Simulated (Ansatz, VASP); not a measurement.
**One calculation of MgS, two programs**

POSCAR

```
MgS
1.0
    0.0667560700      2.5184650300      2.7068920500
    3.0521833800      0.1936562600      2.5799918600
    3.3922924900      2.7316739500     -0.1464528500
Mg S
1 1
Direct
    0.9960441600      0.0048933100      0.0057007100
    0.7539558400      0.7451066900      0.7442992900
```

INCAR.step1

```
PREC     = Accurate       # precision mode
ENCUT    = 520            # plane-wave cutoff, eV
EDIFF    = 1E-5           # SCF threshold, eV
ISMEAR   = -1             # smearing method
SIGMA    = 0.05           # smearing width, eV
LREAL    = False          # projectors in reciprocal space
LASPH    = True           # aspherical terms in the spheres
NELM     = 60             # most SCF steps
ALGO     = Normal         # electronic algorithm
ISIF     = 2              # what is computed and relaxed
LWAVE    = True           # write WAVECAR
LCHARG   = False          # write CHGCAR
GGA      = PE             # functional
NBANDS   = 11             # bands
```

File INCAR.step2:

```
PREC     = Accurate       # precision mode
ENCUT    = 520            # plane-wave cutoff, eV
EDIFF    = 1E-6           # SCF threshold, eV
ISMEAR   = -1             # smearing method
SIGMA    = 0.05           # smearing width, eV
LREAL    = False          # projectors in reciprocal space
LASPH    = True           # aspherical terms in the spheres
NELM     = 60             # most SCF steps
ALGO     = Normal         # electronic algorithm
ISIF     = 2              # what is computed and relaxed
LWAVE    = False          # write WAVECAR
LCHARG   = False          # write CHGCAR
GGA      = PE             # functional
LHFCALC  = True           # exact exchange
AEXX     = 0.4            # exact-exchange fraction
HFSCREEN = 0.2            # screening, 1/A
PRECFOCK = Normal       
ISTART   = 1            
NBANDS   = 11             # bands
```

File KPOINTS:

```
Automatic mesh
0
Gamma
  5 5 4
```

The input input:

```
crystal:
  lattice:
    - [0.06675607, 2.51846503, 2.70689205]
    - [3.05218338, 0.19365626, 2.57999186]
    - [3.39229249, 2.73167395, -0.14645285]
  atoms:
    - { symbol: Mg, position: [0.99604416, 0.00489331, 0.00570071] }
    - { symbol: S, position: [0.75395584, 0.74510669, 0.74429929] }
hamiltonian:
  xc: { exchange: pbe, correlation: pbe, exx: { coeff: 0.4, omega: 0.2 } }
  pseudopotentials: { kind: paw }
kpoints:
  mp_grid: { grid: [5, 5, 4] }
scf:
  occupations: { method: fermi_dirac, width: 0.05 }
output:
  forces: true
  stress: true
  eigenvalues: true
  write_density: true
  write_potential: true
  elf: true
  volumetric_format: npy
```

Alike in both runs: task single point; functional PBE-based screened hybrid; k mesh 5 × 5 × 4; occupations fermi-dirac, width 0.05 eV; no spin polarisation.

```csv
,VASP,Ansatz
version,VASP 6.6.1,Ansatz 0.2.0
potentials or method,"VASP PAW PBE potentials, release 64 (Mg, S)",Ansatz PAW
plane-wave cutoff (eV),520,420
valence electrons in the cell,8,16
```

Ansatz gave:

```
gap on the k mesh at the Fermi level (eV)                     : 4.45
least direct gap on the mesh (eV)                             : 4.54
pressure (GPa)                                                : 3.1
traceless stress, the component that is largest in VASP (GPa) : -8.65
rms of the force components (eV/Å)                            : 1.020
```

**Question.** What did VASP give for the same quantities?

**Answer.** gap on the k mesh at the Fermi level (eV): 4.42; least direct gap on the mesh (eV): 4.52; pressure (GPa): 2.9; traceless stress, the component that is largest in VASP (GPa): -8.63; rms of the force components (eV/Å): 1.013.

VASP's potentials were made for PBE, not for PBE-based screened hybrid. Atom by atom the forces differ by 0.007 eV/Å (rms over components). With one functional, cell and mesh, what is left measures potentials, basis and numerics. VASP's potentials hold 8 valence electrons a cell and Ansatz's 16, so a difference there can come from the potentials and not from the codes.

The k mesh is coarse, so the values compare programs but aren't converged. Noted on Ansatz's run: odd divisions of the mesh miss points on the zone boundary, where band edges often lie, so the gap on the mesh can be too wide.
